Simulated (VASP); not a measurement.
# TiCo2 (Fd-3m) in VASP: further runs, part 2 of 2

VASP 6.6.1. The steps go on from the part before.

### Step 3. Single point, PBEsol (11.37 Å³/atom)

This run uses another cell than the first one, of 11.37 Å³/atom.

Contents of INCAR:

```
PREC     = Accurate       # precision mode
ENCUT    = 520            # plane-wave cutoff, eV
EDIFF    = 1E-6           # SCF threshold, eV
ISMEAR   = 0              # smearing method
SIGMA    = 0.1            # smearing width, eV
LREAL    = False          # projectors in reciprocal space
LASPH    = True           # aspherical terms in the spheres
NELM     = 80             # most SCF steps
ALGO     = Fast           # electronic algorithm
ISIF     = 2              # what is computed and relaxed
LWAVE    = False          # write WAVECAR
LCHARG   = False          # write CHGCAR
GGA      = PS             # functional
NBANDS   = 39             # bands
```

Contents of KPOINTS:

```
Automatic mesh
0
Gamma
  10 10 10
```

Contents of POSCAR:

```
TiCo2
1.0
    0.0000000000      3.2432220296      3.2432220296
    3.2432220296      0.0000000000      3.2432220296
    3.2432220296      3.2432220296      0.0000000000
Ti Co
2 4
Direct
    0.5000000000      0.5000000000      0.5000000000
    0.7500000000      0.7500000000      0.7500000000
    0.1250000000      0.1250000000      0.1250000000
    0.6250000000      0.1250000000      0.1250000000
    0.1250000000      0.1250000000      0.6250000000
    0.1250000000      0.6250000000      0.1250000000
```

Potentials or basis: VASP PAW PBE potentials, release 64 (Ti_sv, Co).

Command:

```bash
cat potpaw_PBE.64/Ti_sv/POTCAR potpaw_PBE.64/Co/POTCAR > POTCAR
mpirun -np 1 vasp_std > vasp.out
```

OUTCAR:

```text
PREC = Accurate
   ENCUT = 520
   EDIFF = 1E-6
   ISMEAR = 0
   LREAL = False
   LASPH = True
   NELM = 80
   ISIF = 2
   GGA = PS

 ion  position               nearest neighbor table
   1  0.500  0.500  0.500-   5 2.69   6 2.69   4 2.69   5 2.69   4 2.69   6 2.69   3 2.69   3 2.69
                             3 2.69   4 2.69   5 2.69   6 2.69   2 2.81   2 2.81   2 2.81   2 2.81
   2  0.750  0.750  0.750-   4 2.69   6 2.69   4 2.69   5 2.69   5 2.69   6 2.69   3 2.69   6 2.69
                             3 2.69   3 2.69   4 2.69   5 2.69   1 2.81   1 2.81   1 2.81   1 2.81
   3  0.125  0.125  0.125-   4 2.29   5 2.29   6 2.29   5 2.29   6 2.29   4 2.29   1 2.69   2 2.69
                             1 2.69   2 2.69   1 2.69   2 2.69
   4  0.625  0.125  0.125-   3 2.29   5 2.29   6 2.29   3 2.29   5 2.29   6 2.29   2 2.69   1 2.69
                             2 2.69   1 2.69   1 2.69   2 2.69
   5  0.125  0.125  0.625-   3 2.29   3 2.29   4 2.29   6 2.29   6 2.29   4 2.29   1 2.69   2 2.69
                             1 2.69   2 2.69   1 2.69   2 2.69
   6  0.125  0.625  0.125-   3 2.29   5 2.29   3 2.29   4 2.29   5 2.29   4 2.29   1 2.69   2 2.69
                             1 2.69   2 2.69   1 2.69   2 2.69

  LATTYP: Found a face centered cubic cell.
 ALAT       =     6.4864440592

  Lattice vectors:

 A1 = (   0.0000000000,   3.2432220296,   3.2432220296)
 A2 = (   3.2432220296,   0.0000000000,   3.2432220296)
 A3 = (   3.2432220296,   3.2432220296,   0.0000000000)

Analysis of symmetry for initial positions (statically):
=====================================================================
 Subroutine PRICEL returns:
 Original cell was already a primitive cell.

 Routine SETGRP: Setting up the symmetry group for a
 face centered cubic supercell.

 Subroutine GETGRP returns: Found 48 space group operations
 (whereof 24 operations were pure point group operations)
 out of a pool of 48 trial point group operations.

The static configuration has the point symmetry T_d .
 The point group associated with its full space group is O_h .

Analysis of symmetry for dynamics (positions and initial velocities):
=====================================================================
[... 146 lines left out ...]
   AEXX    =    0.0000 exact exchange contribution
   IVDW    =     0    specifies the selected vdW correction
   LEPSILON=     F    determine dielectric tensor
   LRPA    =     F    only Hartree local field effects (RPA)
 non-spin polarized calculation
 RMM-DIIS sequential band-by-band and
 Gauss-broadening in eV      SIGMA  =   0.10
  energy-cutoff  :      520.00
  volume of cell :       68.23
 maximum number of plane-waves:      1854
 NGX is ok and might be reduce to    36
   NGX = 17   NGY = 17   NGZ = 17

 number of electron      60.0000018 magnetization

 Free energy of the ion-electron system (eV)
  ---------------------------------------------------
  ext. energy  EPLUGINS =         0.00000000
  ---------------------------------------------------
  free energy    TOTEN  =       -49.70584086 eV

  energy without entropy =      -49.66592468  energy(sigma->0) =      -49.68588277

 E-fermi :  11.0547     XC(G=0): -13.4989

 val. band max:       11.0431784500   @ k =   0.5000   0.4000   0.0000
 cond. band min:      11.0598532625   @ k =   0.5000   0.3000   0.1000
 fundamental gap:      0.0166748125
 Fermi energy:        11.0547483397

 k-point     1 :       0.0000    0.0000    0.0000
  band No.  band energies     occupation
      1     -45.7330      2.00000
      2     -45.6088      2.00000
      3     -22.1658      2.00000
      4     -22.1658      2.00000
      5     -22.1658      2.00000
      6     -21.9114      2.00000
[... 997 lines left out ...]
     38      13.3367      0.00000
     39      13.9072      0.00000

 [... further k-points ...]

------------------------ aborting loop because EDIFF is reached ----------------------------------------

  FORCE on cell =-STRESS in cart. coord.  units (eV):
  Direction    XX          YY          ZZ          XY          YZ          ZX
  --------------------------------------------------------------------------------------
  -------------------------------------------------------------------------------------
  Total        2.8462216      2.8462216      2.8462216      0.0000000     -0.0000000      0.0000000
  in kB       66.8373551     66.8373551     66.8373551      0.0000000     -0.0000000      0.0000000
  external PRESSURE =      66.8373551 kB  Pullay stress =       0.0000000 kB

 VOLUME and BASIS-vectors are now :
 -----------------------------------------------------------------------------
  energy-cutoff  :      520.00
  volume of cell :       68.23
      direct lattice vectors                 reciprocal lattice vectors
     0.000000000  3.243222030  3.243222030    -0.154167675  0.154167675  0.154167675
     3.243222030  0.000000000  3.243222030     0.154167675 -0.154167675  0.154167675
     3.243222030  3.243222030  0.000000000     0.154167675  0.154167675 -0.154167675

 POSITION                                       TOTAL-FORCE (eV/Angst)
 -----------------------------------------------------------------------------------
      3.24322      3.24322      3.24322        -0.000000     -0.000000     -0.000000
      4.86483      4.86483      4.86483         0.000000      0.000000      0.000000
      0.81081      0.81081      0.81081         0.000000      0.000000      0.000000
      0.81081      2.43242      2.43242         0.000000      0.000000      0.000000
      2.43242      2.43242      0.81081         0.000000      0.000000      0.000000
      2.43242      0.81081      2.43242         0.000000      0.000000      0.000000
 -----------------------------------------------------------------------------------
    total drift:                                0.000000      0.000000      0.000000

  FREE ENERGIE OF THE ION-ELECTRON SYSTEM (eV)
  ---------------------------------------------------
  free  energy   TOTEN  =       -49.7058408605 eV

  energy  without entropy=      -49.6659246826  energy(sigma->0) =      -49.68588277
```

stdout:

```text
POSCAR found type information on POSCAR TiCo
 POSCAR found :  2 types and       6 ions
 scaLAPACK will be used
 -----------------------------------------------------------------------------
|                                                                             |
|                                                                             |
|     You enforced a specific xc type in the INCAR file but a different       |
|     I HOPE YOU KNOW WHAT YOU ARE DOING!                                     |
|                                                                             |
 -----------------------------------------------------------------------------

 LDA part: xc-table for (Slater+PW92), standard interpolation
 POSCAR, INCAR and KPOINTS ok, starting setup
 FFT: planning ... GRIDC
 FFT: planning ... GRID_SOFT
 FFT: planning ... GRID
 WAVECAR not read
 entering main loop
WARNING in EDDRMM: call to ZHEGV failed, returncode =   8  4     11
WARNING in EDDRMM: call to ZHEGV failed, returncode =   6  3     32
WARNING in EDDRMM: call to ZHEGV failed, returncode =   6  3     34
WARNING in EDDRMM: call to ZHEGV failed, returncode =   8  4     37
WARNING in EDDRMM: call to ZHEGV failed, returncode =   8  4     37
WARNING in EDDRMM: call to ZHEGV failed, returncode =   6  3     31
WARNING in EDDRMM: call to ZHEGV failed, returncode =   8  4     37
WARNING in EDDRMM: call to ZHEGV failed, returncode =   6  3     37
WARNING in EDDRMM: call to ZHEGV failed, returncode =   8  4     37
```

It took 8.6 min on 1 thread of Intel Xeon 8259CL, shared host; peak memory 0.28 GiB.

What came out:

```
Free energy            : -49.7058 eV
Pressure               : 6.7 GPa
Band gap on the k mesh : zero (bands 30 and 31 overlap by 0.83 eV)
```

Caveat: the cell stands under pressure; the PAW data sets were made with another functional, which shifts forces and pressure a little; the run has no spin polarisation, though such a crystal can be magnetic. Spin polarisation is off, so any magnetic state and its effect on volume and gap are missing.

### Step 4. Single point, PBEsol (12.07 Å³/atom)

This run uses another cell than the first one, of 12.07 Å³/atom.

Contents of INCAR:

```
PREC = Accurate
ENCUT = 520
EDIFF = 1E-6
ISMEAR = 0
SIGMA = 0.1
LREAL = F
LASPH = T
NELM = 80
ALGO = Fast
ISIF = 2
LWAVE = F
LCHARG = T
GGA = PS
LELF = T
LVHAR = T
NBANDS = 39
```

KPOINTS is that of step 3.

POSCAR, as its differences from that of step 3:

```diff
@@ -2,5 +2,5 @@
 1.0
-    0.0000000000      3.2432220296      3.2432220296
-    3.2432220296      0.0000000000      3.2432220296
-    3.2432220296      3.2432220296      0.0000000000
+    0.0000000000      3.3087593238      3.3087593238
+    3.3087593238      0.0000000000      3.3087593238
+    3.3087593238      3.3087593238      0.0000000000
 Ti Co
```

Potentials or basis: VASP PAW PBE potentials, release 64 (Ti_sv, Co).

Command:

```bash
cat potpaw_PBE.64/Ti_sv/POTCAR potpaw_PBE.64/Co/POTCAR > POTCAR
mpirun -np 1 vasp_std > vasp.out
```

OUTCAR:

```text
PREC = Accurate
   ENCUT = 520
   EDIFF = 1E-6
   ISMEAR = 0
   LREAL = F
   LASPH = T
   NELM = 80
   ISIF = 2
   GGA = PS

 ion  position               nearest neighbor table
   1  0.500  0.500  0.500-   3 2.74   5 2.74   6 2.74   3 2.74   4 2.74   5 2.74   3 2.74   4 2.74
                             6 2.74   4 2.74   5 2.74   6 2.74   2 2.87   2 2.87   2 2.87   2 2.87
   2  0.750  0.750  0.750-   4 2.74   5 2.74   6 2.74   3 2.74   4 2.74   6 2.74   3 2.74   4 2.74
                             5 2.74   3 2.74   5 2.74   6 2.74   1 2.87   1 2.87   1 2.87   1 2.87
   3  0.125  0.125  0.125-   4 2.34   5 2.34   6 2.34   5 2.34   6 2.34   4 2.34   1 2.74   2 2.74
                             1 2.74   2 2.74   1 2.74   2 2.74
   4  0.625  0.125  0.125-   3 2.34   5 2.34   6 2.34   3 2.34   5 2.34   6 2.34   2 2.74   1 2.74
                             1 2.74   2 2.74   2 2.74   1 2.74
   5  0.125  0.125  0.625-   3 2.34   3 2.34   4 2.34   6 2.34   6 2.34   4 2.34   1 2.74   2 2.74
                             1 2.74   2 2.74   1 2.74   2 2.74
   6  0.125  0.625  0.125-   3 2.34   5 2.34   3 2.34   4 2.34   5 2.34   4 2.34   2 2.74   1 2.74
                             2 2.74   2 2.74   1 2.74   1 2.74

  LATTYP: Found a face centered cubic cell.
 ALAT       =     6.6175186476

  Lattice vectors:

 A1 = (   0.0000000000,   3.3087593238,   3.3087593238)
[... 197 lines left out ...]
      1     -46.7011      2.00000
      2     -46.6038      2.00000
      3     -23.1045      2.00000
      4     -23.1045      2.00000
      5     -23.1045      2.00000
      6     -22.8945      2.00000
[... 997 lines left out ...]
     38      12.3159      0.00000
     39      12.5520      0.00000

 [... further k-points ...]

------------------------ aborting loop because EDIFF is reached ----------------------------------------

  FORCE on cell =-STRESS in cart. coord.  units (eV):
  Direction    XX          YY          ZZ          XY          YZ          ZX
  --------------------------------------------------------------------------------------
  -------------------------------------------------------------------------------------
  Total       -3.1412533     -3.1412533     -3.1412533      0.0000000      0.0000000      0.0000000
  in kB      -69.4685138    -69.4685138    -69.4685138      0.0000000      0.0000000      0.0000000
  external PRESSURE =     -69.4685138 kB  Pullay stress =       0.0000000 kB

 VOLUME and BASIS-vectors are now :
 -----------------------------------------------------------------------------
  energy-cutoff  :      520.00
  volume of cell :       72.45
      direct lattice vectors                 reciprocal lattice vectors
     0.000000000  3.308759324  3.308759324    -0.151114043  0.151114043  0.151114043
     3.308759324  0.000000000  3.308759324     0.151114043 -0.151114043  0.151114043
     3.308759324  3.308759324  0.000000000     0.151114043  0.151114043 -0.151114043

 POSITION                                       TOTAL-FORCE (eV/Angst)
 -----------------------------------------------------------------------------------
      3.30876      3.30876      3.30876        -0.000000     -0.000000     -0.000000
      4.96314      4.96314      4.96314         0.000000      0.000000      0.000000
      0.82719      0.82719      0.82719         0.000000     -0.000000     -0.000000
      0.82719      2.48157      2.48157         0.000000     -0.000000     -0.000000
      2.48157      2.48157      0.82719         0.000000     -0.000000     -0.000000
      2.48157      0.82719      2.48157         0.000000     -0.000000     -0.000000
 -----------------------------------------------------------------------------------
    total drift:                                0.000000      0.000000      0.000000

  FREE ENERGIE OF THE ION-ELECTRON SYSTEM (eV)
  ---------------------------------------------------
  free  energy   TOTEN  =       -49.6937359422 eV

  energy  without entropy=      -49.6503097246  energy(sigma->0) =      -49.67202283
```

It took 11 min on 1 thread of Intel Xeon 8259CL, shared host; peak memory 0.28 GiB.

Results:

```yaml
Free_energy: -49.6937 eV
Pressure: -6.9 GPa
Band_gap_on_the_k_mesh: zero (bands 30 and 31 overlap by 0.78 eV)
```

Caveat: the cell stands under tension; the PAW data sets were made with another functional, which shifts forces and pressure a little; the run has no spin polarisation, though such a crystal can be magnetic.

### Step 5. Overview

| cell | gap on the mesh (eV) | pressure (GPa) |
| --- | --- | --- |
| a = 4.539 Å, angles 60.0°, 6 atoms | none | 15.4 |
| a = 4.587 Å, angles 60.0°, 6 atoms | none | 6.7 |
| a = 4.679 Å, angles 60.0°, 6 atoms | none | -6.9 |

Alike in all rows: task single point; level PBEsol; potentials or basis VASP PAW PBE potentials, release 64 (Ti_sv, Co); no spin polarisation; k mesh 10 × 10 × 10; cutoff (eV) 520; smearing gaussian 0.1 eV.

Caveats: the PAW data sets were made with another functional, which shifts forces and pressure a little; the run has no spin polarisation, though such a crystal can be magnetic; the cell stands under pressure (at least some runs); the cell stands under tension (at least some runs).

Absolute energies hang on the potentials; compare differences alone.
